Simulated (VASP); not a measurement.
The system is BeZnTeO.

```
Be Zn Te O
1.0
     4.70672    0.00000    0.00000
    -2.35336    4.07614    0.00000
     0.00000    0.00000    4.20478
Be Zn Te O
1 1 1 1
Direct
  0.66667 0.33333 0.50000
  0.00000 0.00000 0.50000
  0.66667 0.33333 0.00000
  0.33333 0.66667 0.50000
```

* Program: VASP 6.6.1
* Task: relaxation of cell and atoms
* Functional: PBE
* Potentials or basis: VASP PAW PBE potentials, release 64 (Be, Zn, Te, O)
* Cutoff: 600 eV
* k mesh: 6 × 6 × 4
* Occupations: gaussian, width 0.1 eV
* Spin: no spin polarisation

At the start: pressure -2.9 GPa; volume 20.17 Å³/atom.

Question: How do energy, volume and symmetry change on relaxing?

Answer: Over 12 steps the energy falls by 401.0 meV/atom and the volume is 16.49 Å³/atom (-18.2 %); space group P-6m2 (No. 187, to 0.05 Å).

Step by step:
```csv
step,energy change (eV),largest force (eV/Å),pressure (GPa),volume (Å³)
1,0.0000,0.0000,-2.94,80.67
2,-1.0815,0.0000,-6.37,75.71
3,-1.3464,0.0000,-5.73,72.02
4,-1.4127,0.0000,-4.66,70.39
5,-1.5765,0.0000,-1.43,66.98
6,-1.0167,0.0000,13.75,59.58
7,-1.5986,0.0000,-0.33,66.05
8,-1.6027,0.0000,0.81,65.24
9,-1.6028,0.0000,0.27,65.61
10,-1.6032,0.0000,-0.16,66.06
11,-1.6033,0.0000,-0.14,66.01
12,-1.6041,0.0000,-0.05,65.96
```

Final structure:
```cif
data_structure
_symmetry_space_group_name_H-M 'P 1'
_symmetry_Int_Tables_number 1
_cell_length_a 3.8089
_cell_length_b 3.8089
_cell_length_c 5.2502
_cell_angle_alpha 90.000
_cell_angle_beta 90.000
_cell_angle_gamma 120.000
_cell_volume 65.96
loop_
_atom_site_label
_atom_site_type_symbol
_atom_site_fract_x
_atom_site_fract_y
_atom_site_fract_z
_atom_site_occupancy
Be1 Be 0.66667 0.33333 0.50000 1
Zn1 Zn 0.00000 0.00000 0.50000 1
Te1 Te 0.66667 0.33333 0.00000 1
O1 O 0.33333 0.66667 0.50000 1
```

Caveat: the k points lie up to 0.32 Å⁻¹ apart in the final cell; the volume moved by over 15 % at a fixed basis, so the end points are rough.
